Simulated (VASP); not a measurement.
A run of VASP 6.6.1 is set up as follows.

INCAR

```
PREC = Accurate
ENCUT = 600
EDIFF = 1E-7
ISMEAR = 0
SIGMA = 0.1
LREAL = False
LASPH = True
NELM = 100
ALGO = Normal
ISIF = 3
LWAVE = False
LCHARG = False
GGA = PS
IBRION = 2
NSW = 80
EDIFFG = -0.02
PSTRESS = 200.0
```

The input KPOINTS:

```
regular mesh
0
Gamma
  16 16 16
```

POSCAR

```
Cu
1.0
    0.0000000000      2.4850000000      2.4850000000
    2.4850000000      0.0000000000      2.4850000000
    2.4850000000      2.4850000000      0.0000000000
Cu
2
Direct
    0.0000000000      0.0000000000      0.0000000000
    0.2500000000      0.2500000000      0.2500000000
```

Potentials or basis: VASP PAW PBE potentials, release 64 (Cu).

Launch:

```bash
$ cat potpaw_PBE.64/Cu/POTCAR > POTCAR
$ mpirun -np 1 vasp_std > vasp.out
```

(1) What does it give for the band gap on the k mesh?

(2) Estimate the relaxed cell.

Answers

(1) zero (bands 11 and 12 overlap by 1.12 eV).

(2) a = 3.480 Å, b = 3.480 Å, c = 3.480 Å, α = 60.00°, β = 60.00°, γ = 60.00°.

Caveat: the cell is relaxed towards a set pressure, so the run minimises the enthalpy, not the energy.
